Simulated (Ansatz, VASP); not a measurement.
Cu: VASP beside Ansatz

Contents of POSCAR:

```
Cu
1.0
    0.0000000000      1.8075000000      1.8075000000
    1.8075000000      0.0000000000      1.8075000000
    1.8075000000      1.8075000000      0.0000000000
Cu
1
Direct
    0.0000000000      0.0000000000      0.0000000000
```

File INCAR.step1:

```
ALGO = Normal
EDIFF = 1E-5
EDIFFG = -0.005
ENCUT = 600
GGA = PE
GGA_COMPAT = F
IBRION = 2
ISIF = 3
ISMEAR = -1
LASPH = T
LCHARG = F
LREAL = F
LWAVE = T
NBANDS = 12
NELM = 120
NELMIN = 4
NSW = 100
PREC = Accurate
SIGMA = 0.05
```

File INCAR.step2:

```
AEXX = 1.0
AGGAC = 0.0
ALDAC = 0.0
ALGO = Normal
EDIFF = 1E-7
EDIFFG = -0.01
ENCUT = 600
GGA = PE
GGA_COMPAT = F
IBRION = 2
ISIF = 3
ISMEAR = -1
ISTART = 1
LASPH = T
LCHARG = F
LHFCALC = T
LREAL = F
LWAVE = F
NELM = 120
NELMIN = 4
NSW = 60
PREC = Accurate
PRECFOCK = Normal
SIGMA = 0.05
```

Contents of KPOINTS:

```
k-points
0
Gamma
  7 7 7
```

The input input.yaml:

```yaml
crystal:
  lattice:
    - [0.0, 1.8075, 1.8075]
    - [1.8075, 0.0, 1.8075]
    - [1.8075, 1.8075, 0.0]
  atoms:
    - { symbol: Cu, position: [0.0, 0.0, 0.0] }
hamiltonian:
  xc: hf
  pseudopotentials: { kind: paw }
kpoints:
  mp_grid: { grid: [7, 7, 7] }
scf:
  occupations: { method: fermi_dirac, width: 0.05 }
output:
  forces: true
  stress: true
relax:
  f_tol: 0.01
  max_steps: 40
  cell: { stress_tol: 0.05 }
```

Alike in both runs: task relaxation of cell and atoms; functional HF; k mesh 7 × 7 × 7; occupations fermi-dirac, width 0.05 eV; no spin polarisation.

|  | VASP | Ansatz |
| --- | --- | --- |
| version | VASP 6.6.1 | Ansatz 0.2.0 |
| potentials or method | VASP PAW PBE potentials, release 64 (Cu) | Ansatz PAW |
| plane-wave cutoff (eV) | 600 | 420 |
| valence electrons in the cell | 11 | 19 |

Ansatz gave:

| Property | Result |
| --- | --- |
| gap on the k mesh at the Fermi level, each at its own relaxed structure (eV) | none |
| relaxed volume (Å³/atom) | 15.51 |
| relaxed length of the cell vector where the two differ most in proportion (Å) | 2.799 |

Problem. Which values does VASP return?

Solution. gap on the k mesh at the Fermi level, each at its own relaxed structure (eV): none; relaxed volume (Å³/atom): 15.17; relaxed length of the cell vector where the two differ most in proportion (Å): 2.778.

VASP's potentials were made for PBE, not for HF. A gap of «none» marks a metal or a gap that the smearing closes. VASP's potentials hold 11 valence electrons a cell and Ansatz's 19, so a difference there can come from the potentials and not from the codes.

The k mesh is coarse, so the values compare programs but aren't converged. Noted on VASP's run: the volume moved by over 15 % at a fixed basis, so the end points are rough. Noted on Ansatz's run: Pulay correction over one GPa; the volume moved by over 15 % at a fixed basis, so the end points are rough; the plane-wave basis is chosen anew once the cell has moved, so the energies of steps on either side of that aren't comparable.
